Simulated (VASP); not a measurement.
# ZnO (P6_3mc) in VASP: a series of runs

The runs below take ZnO through single point, with LDA.

All numbers are computed with VASP 6.6.1; they aren't measurements. Logs are shortened: lines on timing, memory, paths and dates and some standing lists are left out, and cuts for length are marked.

**1. The cell of the first run**

The structure is hexagonal, space group P6_3mc (No. 186). Conventional cell: a = 3.277 Å, b = 3.277 Å, c = 4.875 Å, α = 90.00°, β = 90.00°, γ = 120.00°. Zn (site symmetry 3m) has 4 O at 1.84 to 1.98 Å within 2.4 Å. Within 2.4 Å of O (site symmetry 3m) lie 4 Zn at 1.84 to 1.98 Å.

**2. Single point, LDA (c/a of the conventional cell at fixed volume 1.4875)**

INCAR reads:

```
PREC = Accurate
ENCUT = 520
EDIFF = 1E-6
ISMEAR = 0
SIGMA = 0.05
LREAL = False
LASPH = True
NELM = 80
ALGO = Normal
ISIF = 2
LWAVE = False
LCHARG = False
GGA = CA
NBANDS = 26
```

KPOINTS reads:

```
regular mesh
0
Gamma
  12 12 6
```

POSCAR reads:

```
ZnO
1.0
    3.2770068899      0.0000000000      0.0000000000
   -1.6385034449      2.8379712150      0.0000000000
    0.0000000000      0.0000000000      4.8745477487
Zn O
2 2
Direct
    0.3333333333      0.6666666667      0.0018514197
    0.6666666667      0.3333333333      0.5018514197
    0.3333333333      0.6666666667      0.3802485803
    0.6666666667      0.3333333333      0.8802485803
```

Potentials or basis: VASP PAW LDA potentials, release 64 (Zn, O).

Launch:

```sh
$ cat potpaw_LDA.64/Zn/POTCAR potpaw_LDA.64/O/POTCAR > POTCAR
$ mpirun -np 1 vasp_std > vasp.out
```

OUTCAR:

```text
PREC = Accurate
   ENCUT = 520
   EDIFF = 1E-6
   ISMEAR = 0
   LREAL = False
   LASPH = True
   NELM = 80
   ISIF = 2
   GGA = CA

 ion  position               nearest neighbor table
   1  0.333  0.667  0.002-   3 1.84   4 1.98   4 1.98   4 1.98
   2  0.667  0.333  0.502-   4 1.84   3 1.98   3 1.98   3 1.98
   3  0.333  0.667  0.380-   1 1.84   2 1.98   2 1.98   2 1.98
   4  0.667  0.333  0.880-   2 1.84   1 1.98   1 1.98   1 1.98

  LATTYP: Found a hexagonal cell.
 ALAT       =     3.2770068899
 C/A-ratio  =     1.4875000000

  Lattice vectors:

 A1 = (   3.2770068899,   0.0000000000,   0.0000000000)
 A2 = (  -1.6385034449,   2.8379712150,   0.0000000000)
 A3 = (   0.0000000000,   0.0000000000,   4.8745477487)

Analysis of symmetry for initial positions (statically):
=====================================================================
 Subroutine PRICEL returns:
 Original cell was already a primitive cell.

 Routine SETGRP: Setting up the symmetry group for a
 hexagonal supercell.

 Subroutine GETGRP returns: Found 12 space group operations
 (whereof  6 operations were pure point group operations)
 out of a pool of 24 trial point group operations.

The static configuration has the point symmetry C_3v.
 The point group associated with its full space group is C_6v.

Analysis of symmetry for dynamics (positions and initial velocities):
=====================================================================
 Subroutine PRICEL returns:
 Original cell was already a primitive cell.

 Routine SETGRP: Setting up the symmetry group for a
 hexagonal supercell.

 Subroutine GETGRP returns: Found 12 space group operations
 (whereof  6 operations were pure point group operations)
 out of a pool of 24 trial point group operations.

The dynamic configuration has the point symmetry C_3v.
 The point group associated with its full space group is C_6v.

 Subroutine INISYM returns: Found 12 space group operations
 (whereof  6 operations are pure point group operations),
 and found     1 'primitive' translations

----------------------------------------------------------------------------------------

                                     Primitive cell

  volume of cell :      45.3335

  direct lattice vectors                    reciprocal lattice vectors
     3.277006890  0.000000000  0.000000000     0.305156514  0.176182196  0.000000000
    -1.638503445  2.837971215  0.000000000     0.000000000  0.352364391  0.000000000
     0.000000000  0.000000000  4.874547749     0.000000000  0.000000000  0.205147237

  length of vectors
     3.277006890  3.277006890  4.874547749     0.352364391  0.352364391  0.205147237

  position of ions in fractional coordinates (direct lattice)
     0.333333333  0.666666667  0.001851420
     0.666666667  0.333333333  0.501851420
     0.333333333  0.666666667  0.380248580
     0.666666667  0.333333333  0.880248580

  ion indices of the primitive-cell ions
   primitive index   ion index
                 1           1
                 2           2
                 3           3
                 4           4

----------------------------------------------------------------------------------------

 KPOINTS: regular mesh

Automatic generation of k-mesh.
 Grid dimensions read from file:
 generate k-points for:   12   12    6

 Generating k-lattice:

  Cartesian coordinates                     Fractional coordinates (reciprocal lattice)
     0.025429710  0.014681850  0.000000000     0.083333333 -0.000000000  0.000000000
     0.000000000  0.029363699  0.000000000     0.000000000  0.083333333  0.000000000
     0.000000000  0.000000000  0.034191206     0.000000000  0.000000000  0.166666667

  Length of vectors
     0.029363699  0.029363699  0.034191206

  Shift w.r.t. Gamma in fractional coordinates (k-lattice)
     0.000000000  0.000000000  0.000000000

 Subroutine IBZKPT returns following result:
 ===========================================

 Found     76 irreducible k-points:

 Following reciprocal coordinates:
            Coordinates               Weight
  0.000000  0.000000  0.000000      1.000000
  0.083333  0.000000  0.000000      6.000000
  0.166667  0.000000  0.000000      6.000000
  0.250000  0.000000  0.000000      6.000000
  0.333333  0.000000  0.000000      6.000000
  0.416667  0.000000  0.000000      6.000000
[... 16 lines left out ...]
  0.250000  0.000000  0.166667     12.000000
  0.333333  0.000000  0.166667     12.000000
 [... further k-points ...]
   k-points           NKPTS =     76   k-points in BZ     NKDIM =     76   number of bands    NBANDS=     26
   number of dos      NEDOS =    301   number of ions     NIONS =      4
   total plane-waves  NPLWV =  20736
   dimension x,y,z NGX =    24 NGY =   24 NGZ =   36
   dimension x,y,z NGXF=    48 NGYF=   48 NGZF=   72
   ions per type =               2   2
   NGX,Y,Z   is equivalent  to a cutoff of  12.18, 12.18, 12.28 a.u.
   NGXF,Y,Z  is equivalent  to a cutoff of  24.35, 24.35, 24.56 a.u.
 SYSTEM =  unknown system
   PREC   = accura    normal or accurate (medium, high low for compatibility)
   ISTART =      0    job   : 0-new  1-cont  2-samecut
   ICHARG =      2    charge: 1-file 2-atom 10-const
   ISPIN  =      1    spin polarized calculation?
   LNONCOLLINEAR =      F non collinear calculations
   LSORBIT =      F    spin-orbit coupling
   LASPH  =      T    aspherical Exc in radial PAW
   ENCUT  =  520.0 eV  38.22 Ry    6.18 a.u.   6.09  6.09  9.06*2*pi/ulx,y,z
   NELM   =     80;   NELMIN=  2; NELMDL= -5     # of ELM steps
   EDIFF  = 0.1E-05   stopping-criterion for ELM
   LREAL  =      F    real-space projection
   EDIFFG = 0.1E-04   stopping-criterion for IOM
   NSW    =      0    number of steps for IOM
   IBRION =     -1    ionic relax: 0-MD 1-quasi-New 2-CG
   NFREE  =      0    steps in history (QN), initial steepest desc. (CG)
   ISIF   =      2    stress and relaxation
   ISYM   =      2    0-nonsym 1-usesym 2-fastsym
   POTIM  = 0.5000    time-step for ionic-motion
   TEBEG  =    0.0;   TEEND  =   0.0 temperature during run
   PSTRESS=    0.0 pullay stress
   NELECT =      36.0000    total number of electrons
   NUPDOWN=      -1.0000    fix difference up-down
   EMIN   =  10.00;   EMAX   =-10.00  energy-range for DOS
   EFERMI =   0.00;   METHOD = LEGACY
   ISMEAR =     0;   SIGMA  =   0.05  broadening in eV -4-tet -1-fermi 0-gaus
   EFERMI_NEDOS =   21; number of points for ismear=-14 and -15
   IALGO  =     38    algorithm
   IMIX   =      4    mixing-type and parameters
     AMIX     =   0.40;   BMIX     =  1.00
     AMIX_MAG =   1.60;   BMIX_MAG =  1.00
  volume/ion in A,a.u.               =      11.33        76.48
  Fermi-wavevector in a.u.,A,eV,Ry     =   1.516011  2.864846 31.270138  2.298290
  Thomas-Fermi vector in A             =   2.625458
   LORBIT       =      0    0 simple, 1 ext, 2 COOP (PROOUT), +10 PAW based schemes
   GGA     = CA    functional components
   LHFCALC =     F    Hartree Fock is set to
   AEXX    =    0.0000 exact exchange contribution
   IVDW    =     0    specifies the selected vdW correction
   LEPSILON=     F    determine dielectric tensor
   LRPA    =     F    only Hartree local field effects (RPA)
 non-spin polarized calculation
 Gauss-broadening in eV      SIGMA  =   0.05
  energy-cutoff  :      520.00
  volume of cell :       45.33
 maximum number of plane-waves:      1236
   NGX = 13   NGY = 13   NGZ = 19

 number of electron      36.0000051 magnetization

 Free energy of the ion-electron system (eV)
  ---------------------------------------------------
  ext. energy  EPLUGINS =         0.00000000
  ---------------------------------------------------
  free energy    TOTEN  =       -20.97045728 eV

  energy without entropy =      -20.97045728  energy(sigma->0) =      -20.97045728

 E-fermi :   1.6247     XC(G=0): -11.7163

 val. band max:        1.3395887939   @ k =   0.0000   0.0000   0.0000
 cond. band min:       2.1728888948   @ k =   0.0000   0.0000   0.0000
 fundamental gap:      0.8333001010
 Fermi energy:         1.6247185206

 k-point     1 :       0.0000    0.0000    0.0000
  band No.  band energies     occupation
      1     -16.8982      2.00000
      2     -15.9088      2.00000
      3      -4.6572      2.00000
      4      -4.6469      2.00000
      5      -4.6469      2.00000
      6      -4.5918      2.00000
[... 18 lines left out ...]
     25      15.1066      0.00000
     26      17.1106      0.00000

 k-point     2 :       0.0833    0.0000    0.0000
  band No.  band energies     occupation
      1     -16.8572      2.00000
      2     -15.8963      2.00000
      3      -4.7245      2.00000
      4      -4.6268      2.00000
      5      -4.6043      2.00000
      6      -4.5542      2.00000
[... 18 lines left out ...]
     25      15.2149      0.00000
     26      17.1291      0.00000

 k-point     3 :       0.1667    0.0000    0.0000
  band No.  band energies     occupation
      1     -16.7410      2.00000
      2     -15.8643      2.00000
      3      -4.8392      2.00000
      4      -4.5751      2.00000
      5      -4.5516      2.00000
      6      -4.5135      2.00000
[... 18 lines left out ...]
     25      15.3854      0.00000
     26      15.9564      0.00000

 k-point     4 :       0.2500    0.0000    0.0000
  band No.  band energies     occupation
      1     -16.5705      2.00000
      2     -15.8282      2.00000
      3      -4.9560      2.00000
      4      -4.5589      2.00000
      5      -4.5143      2.00000
      6      -4.4470      2.00000
[... 18 lines left out ...]
     25      14.7535      0.00000
     26      15.3203      0.00000
[... 496 lines left out ...]
      1     -16.6833      2.00000
      2     -15.9233      2.00000
      3      -4.8985      2.00000
      4      -4.7342      2.00000
      5      -4.5673      2.00000
      6      -4.5545      2.00000
[... 18 lines left out ...]
     25      15.0845      0.00000
     26      15.4194      0.00000

 k-point    23 :       0.2500    0.0000    0.1667
  band No.  band energies     occupation
      1     -16.5198      2.00000
      2     -15.8758      2.00000
      3      -5.0133      2.00000
      4      -4.7371      2.00000
      5      -4.5005      2.00000
      6      -4.4735      2.00000
[... 18 lines left out ...]
     25      14.6779      0.00000
     26      15.1087      0.00000

 k-point    24 :       0.3333    0.0000    0.1667
  band No.  band energies     occupation
      1     -16.3376      2.00000
      2     -15.8416      2.00000
      3      -5.0803      2.00000
      4      -4.7753      2.00000
      5      -4.4461      2.00000
      6      -4.3750      2.00000
[... 18 lines left out ...]
     25      14.4713      0.00000
     26      15.0604      0.00000

 [... further k-points ...]
[... 5 lines left out ...]
  --------------------------------------------------------------------------------------
  -------------------------------------------------------------------------------------
  Total       -1.5069124     -1.5069124      5.4271454     -0.0000000     -0.0000000      0.0000000
  in kB      -53.2572730    -53.2572730    191.8060804     -0.0000000     -0.0000000      0.0000000
  external PRESSURE =      28.4305115 kB  Pullay stress =       0.0000000 kB

 VOLUME and BASIS-vectors are now :
 -----------------------------------------------------------------------------
  energy-cutoff  :      520.00
  volume of cell :       45.33
      direct lattice vectors                 reciprocal lattice vectors
     3.277006890  0.000000000  0.000000000     0.305156514  0.176182196  0.000000000
    -1.638503445  2.837971215  0.000000000     0.000000000  0.352364391  0.000000000
     0.000000000  0.000000000  4.874547749     0.000000000  0.000000000  0.205147237

 POSITION                                       TOTAL-FORCE (eV/Angst)
 -----------------------------------------------------------------------------------
     -0.00000      1.89198      0.00902         0.000000      0.000000     -1.177519
      1.63850      0.94599      2.44630         0.000000     -0.000000     -1.177519
     -0.00000      1.89198      1.85354        -0.000000      0.000000      1.177519
      1.63850      0.94599      4.29081         0.000000      0.000000      1.177519
 -----------------------------------------------------------------------------------
    total drift:                               -0.000001     -0.000001     -0.003861

  FREE ENERGIE OF THE ION-ELECTRON SYSTEM (eV)
  ---------------------------------------------------
  free  energy   TOTEN  =       -20.9704572849 eV

  energy  without entropy=      -20.9704572849  energy(sigma->0) =      -20.97045728
```

It took 2.1 min on 1 thread of AMD EPYC 7R13, shared host; peak memory 0.16 GiB.

What came out:

- Free energy: -20.9705 eV
- Pressure: 2.8 GPa
- Largest force: 1.178 eV/Å
- Band gap on the k mesh: 0.83 eV, direct

Forces in eV/Å, atoms in the order of the input:
```
Zn   0.000  0.000 -1.178
Zn   0.000  0.000 -1.178
O    0.000  0.000  1.178
O    0.000  0.000  1.178
```

Stress tensor (GPa, compression positive):
```
-5.33  0.00  0.00
 0.00 -5.33  0.00
 0.00  0.00 19.18
```

Levels at points of the mesh, in eV from the valence-band top:
```csv
k point,band 14,band 15,band 16,band 17,band 18,band 19,band 20,band 21,band 22,band 23
"(0.00, 0.00, 0.00)",-1.16,-1.16,-0.07,-0.07,0.00,0.83,5.01,9.02,12.22,12.22
"(0.50, 0.00, 0.00)",-3.58,-3.00,-2.76,-1.32,-0.83,5.77,6.59,8.01,8.21,11.58
"(0.00, 0.00, 0.50)",-2.10,-0.60,-0.60,-0.60,-0.60,3.58,3.58,10.78,10.78,12.50
"(0.50, 0.00, 0.50)",-3.82,-1.70,-1.70,-1.20,-1.20,5.73,5.73,8.41,8.41,11.71
```

Caveat: forces of over 1 eV/Å act on the atoms, so gaps and moduli don't describe the material at rest.

**3. Single point, LDA (c/a of the conventional cell at fixed volume 1.6815)**

INCAR reads:

```
SYSTEM = ZnO
ALGO = Normal ; EDIFF = 1E-6
ENCUT = 520 ; GGA = CA
ISIF = 2 ; ISMEAR = 0
LASPH = .TRUE. ; LCHARG = .TRUE.
LELF = .TRUE. ; LREAL = .FALSE.
LVHAR = .TRUE. ; LWAVE = .FALSE.
NBANDS = 26 ; NELM = 60
PREC = Accurate ; SIGMA = 0.05
```

KPOINTS reads:

```
k-points
0
G
  12 12 6
  0 0 0
```

POSCAR reads:

```
ZnO
1.0
    3.1457972038      0.0000000000      0.0000000000
   -1.5728986019      2.7243402936      0.0000000000
    0.0000000000      0.0000000000      5.2896579982
Zn O
2 2
Direct
    0.3333333333      0.6666666667      0.0018514197
    0.6666666667      0.3333333333      0.5018514197
    0.3333333333      0.6666666667      0.3802485803
    0.6666666667      0.3333333333      0.8802485803
```

Potentials or basis: VASP PAW LDA potentials, release 64 (Zn, O).

Launch:

```sh
$ cat potpaw_LDA.64/Zn/POTCAR potpaw_LDA.64/O/POTCAR > POTCAR
$ mpirun -np 1 vasp_std > vasp.out
```

It took 2.5 min on 1 thread of AMD EPYC 7R13, shared host; peak memory 0.16 GiB.

The run converged. Its results:

```yaml
Free_energy: -21.1193 eV
Pressure: 1.5 GPa
Largest_force: 0.363 eV/Å
Band_gap_on_the_k_mesh: 0.73 eV, direct
```

Forces in eV/Å, atoms in the order of the input:
```
Zn   0.000  0.000  0.363
Zn   0.000  0.000  0.363
O    0.000  0.000 -0.363
O    0.000  0.000 -0.363
```

Stress tensor (GPa, compression positive):
```
 4.81  0.00  0.00
 0.00  4.81  0.00
 0.00  0.00 -5.21
```

Levels at points of the mesh, in eV from the valence-band top:
| k point | band 15 | band 16 | band 17 | band 18 | band 19 | band 20 | band 21 | band 22 |
| --- | --- | --- | --- | --- | --- | --- | --- | --- |
| (0.00, 0.00, 0.00) | -0.76 | -0.22 | 0.00 | 0.00 | 0.74 | 5.39 | 7.80 | 13.18 |
| (0.50, 0.00, 0.00) | -3.05 | -2.34 | -1.49 | -0.96 | 5.88 | 6.80 | 7.16 | 8.89 |
| (0.00, 0.00, 0.50) | -0.38 | -0.38 | -0.38 | -0.38 | 3.41 | 3.41 | 9.73 | 9.73 |
| (0.50, 0.00, 0.50) | -1.66 | -1.66 | -1.62 | -1.62 | 5.54 | 5.54 | 8.58 | 8.58 |

[end of part 1 of 2]
